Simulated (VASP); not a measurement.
**AlN: single point with LDA**

AlN:

```
Al N
1.0
     3.08864    0.00000    0.00000
    -1.54432    2.67484    0.00000
     0.00000    0.00000    4.94308
Al N
2 2
Direct
  0.66667 0.33333 0.49901
  0.33333 0.66667 0.99901
  0.66667 0.33333 0.88099
  0.33333 0.66667 0.38099
```

```
Program             : VASP 6.6.1
Task                : single point
Functional          : LDA
Potentials or basis : VASP PAW LDA potentials, release 64 (Al, N)
Cutoff              : 520 eV
k mesh              : 10 × 10 × 4
Occupations         : gaussian, width 0.01 eV
Spin                : no spin polarisation
```

```yaml
Pressure: 0.6 GPa
Band_gap_on_the_k_mesh: 4.42 eV
```

Levels at points of the mesh, in eV from the valence-band top:
| k point | band 4 | band 5 | band 6 | band 7 | band 8 | band 9 | band 10 | band 11 | band 12 | band 13 |
| --- | --- | --- | --- | --- | --- | --- | --- | --- | --- | --- |
| (0.00, 0.00, 0.00) | -0.89 | -0.89 | -0.23 | -0.23 | 0.00 | 4.42 | 6.73 | 10.66 | 11.10 | 11.10 |
| (0.50, 0.00, 0.00) | -4.26 | -3.44 | -2.15 | -1.84 | -0.71 | 5.72 | 5.73 | 8.27 | 10.29 | 10.85 |
| (0.00, 0.00, 0.50) | -3.37 | -0.57 | -0.57 | -0.57 | -0.57 | 6.61 | 6.61 | 10.32 | 10.32 | 11.42 |
| (0.50, 0.00, 0.50) | -5.75 | -1.51 | -1.51 | -1.40 | -1.40 | 5.26 | 5.26 | 9.21 | 9.21 | 11.91 |

It took 9.3 s on 1 thread of Intel(R) Xeon(R) Platinum 8559C (Emerald Rapids) (shared host), peak memory 0.15 GiB.
